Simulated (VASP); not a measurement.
Ti, 6 atoms in the cell. The cell holds a slab with vacuum, 6 atoms: a = 2.868 Å, b = 4.056 Å, c = 24.170 Å, α = 90.00°, β = 90.00°, γ = 90.00°. 

| Property | Result |
| --- | --- |
| Program | VASP 6.6.1 |
| Task | single point |
| Functional | PBEsol |
| Potentials or basis | VASP PAW PBE potentials, release 64 (Ti_sv) |
| Cutoff | 520 eV |
| k mesh | 10 × 7 × 1 |
| Occupations | gaussian, width 0.1 eV |
| Spin | no spin polarisation |
| Dipole correction | yes |
| Further INCAR settings | ALGO = Normal; EDIFF = 1e-06; NBANDS = 45 |

Potentials or basis: VASP PAW PBE potentials, release 64 (Ti_sv).

The run is started by

```console
$ cat potpaw_PBE.64/Ti_sv/POTCAR > POTCAR
$ mpirun -np 1 vasp_std > vasp.out
```

Hardware: 1 thread of AMD EPYC 7R13, with other jobs on the host.

**Question.** How long does it take, and how much memory?

**Answer.** Run time: 28 min on 1 thread of AMD EPYC 7R13, on a shared host, peak memory 0.46 GiB. Counts: scf iterations 36, k points 24.
